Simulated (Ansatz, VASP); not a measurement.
## Two plane-wave programs on TaN

```
CELL_PARAMETERS angstrom
0.00000 2.17900 2.17900
2.17900 0.00000 2.17900
2.17900 2.17900 0.00000
ATOMIC_POSITIONS crystal
Ta 0.47705 0.47705 0.52295
N 0.00000 0.00000 0.00000
```

Change from the starting cell: all Ta atoms moved -0.100 Å, as atom 1 along Cartesian [0 0 1].

Alike in both runs: task single point; functional r2SCAN; k mesh 18 × 18 × 18; occupations gaussian, width 0.15 eV; no spin polarisation.

|  | VASP | Ansatz |
| --- | --- | --- |
| version | VASP 6.6.1 | Ansatz 0.2.0 |
| potentials or method | VASP PAW PBE potentials, release 64 (Ta_sv_GW, N), cutoff 770 eV | scalar-relativistic, plane waves, PAW |
| valence electrons in the cell | 18 | 18 |

|  | VASP | Ansatz | Ansatz less VASP |
| --- | --- | --- | --- |
| gap on the k mesh at the Fermi level (eV) | none | none | - |
| pressure (GPa) | 11.7 | 11.6 | -0.11 |
| traceless stress, the component that is largest in VASP (GPa) | 3.61 | 3.53 | -0.079 |
| rms of the force components (eV/Å) | 0.554 | 0.547 | -0.0075 |

VASP's potentials were made for PBE, not for r2SCAN. Atom by atom the forces differ by 0.007 eV/Å (rms over components). A gap of «none» marks a metal or a gap that the smearing closes.

Neither program's run includes spin-orbit coupling.
